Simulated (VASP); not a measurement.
Runs of VASP 6.6.1 on C. The structure is that of space group Fd-3m (No. 227), or close to it. The cells are those of the table. 

```csv
potentials or basis,cell,cutoff (eV),second run,gap on the mesh (eV),pressure (GPa)
"VASP PAW PBE potentials, release 64 (C_h)","a = 2.556, b = 2.556, c = 2.518 Å, angles 60.5, 60.5, 59.0°, 2 atoms",910,hard_potentials,(b),-13.4
"VASP PAW PBE potentials, release 64 (C_h)","a = 2.536, b = 2.536, c = 2.518 Å, angles 60.2, 60.2, 59.5°, 2 atoms",910,hard_potentials,4.15,-7.3
"VASP PAW PBE potentials, release 64 (C)","a = 2.499, b = 2.499, c = 2.518 Å, angles 59.8, 59.8, 60.5°, 2 atoms",520,-,3.98,8.2
"VASP PAW PBE potentials, release 64 (C)","a = 2.536, b = 2.536, c = 2.518 Å, angles 60.2, 60.2, 59.5°, 2 atoms",520,-,4.12,(c)
"VASP PAW PBE potentials, release 64 (C)","a = 2.556, b = 2.556, c = 2.518 Å, angles 60.5, 60.5, 59.0°, 2 atoms",520,-,3.90,-11.6
"VASP PAW PBE potentials, release 64 (C)","a = 2.594, b = 2.594, c = 2.518 Å, angles 61.0, 61.0, 58.1°, 2 atoms",520,-,3.47,-22.5
"VASP PAW PBE potentials, release 64 (C)","a = 2.575, b = 2.575, c = 2.518 Å, angles 60.7, 60.7, 58.5°, 2 atoms",520,-,3.68,(a)
"VASP PAW PBE potentials, release 64 (C_h)","a = 2.480, b = 2.480, c = 2.518 Å, angles 59.5, 59.5, 61.0°, 2 atoms",910,hard_potentials,3.64,13.6
"VASP PAW PBE potentials, release 64 (C)","a = 2.584, b = 2.584, c = 2.518 Å, angles 60.9, 60.9, 58.3°, 2 atoms",520,-,3.58,-19.9
"VASP PAW PBE potentials, release 64 (C_h)","a = 2.499, b = 2.499, c = 2.518 Å, angles 59.8, 59.8, 60.5°, 2 atoms",910,hard_potentials,4.02,6.1
"VASP PAW PBE potentials, release 64 (C)","a = 2.462, b = 2.462, c = 2.518 Å, angles 59.2, 59.2, 61.5°, 2 atoms",520,-,3.22,(d)
"VASP PAW PBE potentials, release 64 (C)","a = 2.480, b = 2.480, c = 2.518 Å, angles 59.5, 59.5, 61.0°, 2 atoms",520,-,3.61,15.8
```

Alike in all rows: task single point; level r2SCAN; no spin polarisation; k mesh 12 × 12 × 12; smearing gaussian 0.05 eV.

Problem. Fill in the values left out.

Solution. (a) -17.2; (b) 3.93; (c) -5.5; (d) 23.9.

Caveats: the PAW data sets were made with another functional, which shifts forces and pressure a little; the cutoff is under 1.25 times the usual one of these potentials, so pressure, stress and relaxed cells hold a basis-set (Pulay) error (some runs).

A k mesh can miss the band edges.
